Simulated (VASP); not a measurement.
Wanted: the native input for a VASP 6.6.1 run.

- Task: single point
- Functional: PBE
- Potentials or basis: VASP PAW PBE potentials, release 64 (W_sv, F)
- Cutoff: 520 eV
- k mesh: 11 × 11 × 11
- Occupations: fermi-dirac, width 0.05 eV
- Spin: no spin polarisation
- Dipole correction: no
- Further INCAR settings: ALGO = Normal; EDIFF = 1e-06; NBANDS = 18

The structure of WF lies in POSCAR:

```
WF
1.0
    1.3474297641      0.7779419367      5.0010834928
   -1.3474297641      0.7779419367      5.0010834928
    0.0000000000     -1.5558740086      5.0010834928
W F
1 1
Direct
    0.8141200000      0.8141200000      0.8141200000
    0.9371200000      0.9371200000      0.9371200000
```

These files were run (other wordings do the same):

INCAR

```
PREC     = Accurate       # precision mode
ENCUT    = 520            # plane-wave cutoff, eV
EDIFF    = 1E-6           # SCF threshold, eV
ISMEAR   = -1             # smearing method
SIGMA    = 0.05           # smearing width, eV
LREAL    = F              # projectors in reciprocal space
LASPH    = T              # aspherical terms in the spheres
NELM     = 60             # most SCF steps
ALGO     = Normal         # electronic algorithm
ISIF     = 2              # what is computed and relaxed
LWAVE    = F              # write WAVECAR
LCHARG   = F              # write CHGCAR
GGA      = PE             # functional
NBANDS   = 18             # bands
```

KPOINTS

```
regular mesh
0
Gamma
  11 11 11
```

Potentials or basis: VASP PAW PBE potentials, release 64 (W_sv, F).

Command:

```sh
$ cat potpaw_PBE.64/W_sv/POTCAR potpaw_PBE.64/F/POTCAR > POTCAR
$ mpirun -np 1 vasp_std > vasp.out
```

It gave:

```yaml
Pressure: 9.2 GPa
Largest_force: 1.266 eV/Å
```

Caveat: an odd number of electrons without spin polarisation forces a metal; a magnetic or distorted state may lie lower.

Wall time 120 s on 1 thread of Intel(R) Xeon(R) Platinum 8559C (Emerald Rapids), on a shared host, peak memory 0.28 GiB.
